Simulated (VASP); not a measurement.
Runs of VASP 6.6.1 on LiCl. The structure is that of space group Fm-3m (No. 225), or close to it. The cells are those of the table. 

| cell | gap on the mesh (eV) |
| --- | --- |
| a = 3.673, b = 3.673, c = 3.718 Å, angles 59.6, 59.6, 60.8°, 2 atoms | 6.98 |
| a = 3.673, b = 3.673, c = 3.627 Å, angles 60.4, 60.4, 59.2°, 2 atoms | 7.10 |
| a = 3.628, b = 3.628, c = 3.536 Å, angles 60.8, 60.8, 58.3°, 2 atoms | (b) |
| a = 3.763, b = 3.763, c = 3.718 Å, angles 60.4, 60.4, 59.2°, 2 atoms | 6.71 |
| a = 3.719, b = 3.719, c = 3.627 Å, angles 60.8, 60.8, 58.4°, 2 atoms | 6.93 |
| a = 3.763, b = 3.763, c = 3.808 Å, angles 59.6, 59.6, 60.8°, 2 atoms | (a) |

Alike in all rows: task single point; level r2SCAN; potentials or basis VASP PAW PBE potentials, release 64 (Li_sv, Cl); no spin polarisation; k mesh 8 × 8 × 8; cutoff (eV) 520; smearing gaussian 0.05 eV.

Q: Fill in the values left out.

A: (a) 6.61; (b) 7.39.

A k mesh can miss the band edges.
